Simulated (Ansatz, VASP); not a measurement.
# TiO2: VASP beside Ansatz

```
Ti O
1.0
     4.64171    0.00000    0.00000
     0.00000    4.64171    0.00000
     0.00000    0.00000    3.00555
Ti O
2 4
Direct
  0.00000 0.00000 0.00000
  0.50000 0.50000 0.50000
  0.30579 0.30579 0.00000
  0.19421 0.80579 0.50000
  0.69421 0.69421 0.00000
  0.80579 0.19421 0.50000
```

Alike in both runs: functional PBE; k mesh 4 × 4 × 6; occupations gaussian, width 0.1 eV; no spin polarisation; Hubbard terms Ti d U = 4.0 eV.

Ansatz relaxed the structure, and its values are those at the end. VASP's run is a single point on that final structure, the one shown.

|  | VASP | Ansatz |
| --- | --- | --- |
| version | VASP 6.6.1 | Ansatz 0.2.0 |
| potentials or method | VASP PAW PBE potentials, release 64 (Ti_sv, O_h), cutoff 910 eV | scalar-relativistic, plane waves, PAW |
| valence electrons in the cell | 48 | 48 |

```csv
,VASP,Ansatz,Ansatz less VASP
gap on the k mesh at the Fermi level (eV),2.32,2.27,-0.055
least direct gap on the mesh (eV),2.32,2.30,-0.020
rms of the force components (eV/Å),0.076,0.008,-0.0683
```

The programs project onto different local orbitals, so the same U acts differently, and such runs can settle in different states.

Noted on VASP's run: the cutoff is short for stress, so the pressure is rough.
